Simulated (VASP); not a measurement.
Write the native input for VASP 6.6.1 that does the following.

| Quantity | Value |
| --- | --- |
| Task | electric field gradients |
| Functional | PBEsol |
| Potentials or basis | VASP PAW PBE potentials, release 64 (K_sv, Br) |
| Cutoff | 520 eV |
| k mesh | 7 × 7 × 7 |
| Occupations | fermi-dirac, width 0.01 eV |
| Spin | no spin polarisation |
| Dipole correction | no |
| Further INCAR settings | ALGO = Normal; EDIFF = 1e-08; NBANDS = 15 |

The structure of KBr lies in POSCAR:

```
KBr
1.0
    0.0000000000      3.2925000000      3.2925000000
    3.2925000000      0.0000000000      3.2925000000
    3.2925000000      3.2925000000      0.0000000000
K Br
1 1
Direct
    0.0000000000      0.0000000000      0.0000000000
    0.5000000000      0.5000000000      0.5000000000
```

These files were run (other wordings do the same):

INCAR

```
SYSTEM = KBr
PREC = Accurate
ENCUT = 520
EDIFF = 1E-8
ISMEAR = -1
SIGMA = 0.01
LREAL = .FALSE.
LASPH = .TRUE.
NELM = 100
ALGO = Normal
ISIF = 2
LWAVE = .FALSE.
LCHARG = .FALSE.
GGA = PS
LEFG = .TRUE.
NBANDS = 15
```

KPOINTS

```
Automatic mesh
0
G
  7 7 7
  0 0 0
```

Potentials or basis: VASP PAW PBE potentials, release 64 (K_sv, Br).

The run is started by

```console
$ cat potpaw_PBE.64/K_sv/POTCAR potpaw_PBE.64/Br/POTCAR > POTCAR
$ mpirun -np 1 vasp_std > vasp.out
```

It gave:

The pressure is -0.2 GPa. The band gap on the k mesh is 4.30 eV, direct.

Caveat: without QUAD_EFG the Cq values of the log hold for a quadrupole moment of 1 mb, not for the nuclei; the PAW data sets were made with another functional, which shifts forces and pressure a little.

Wall time 43 s on 1 thread of Intel Xeon 8259CL, with other jobs on the host, peak memory 0.21 GiB.
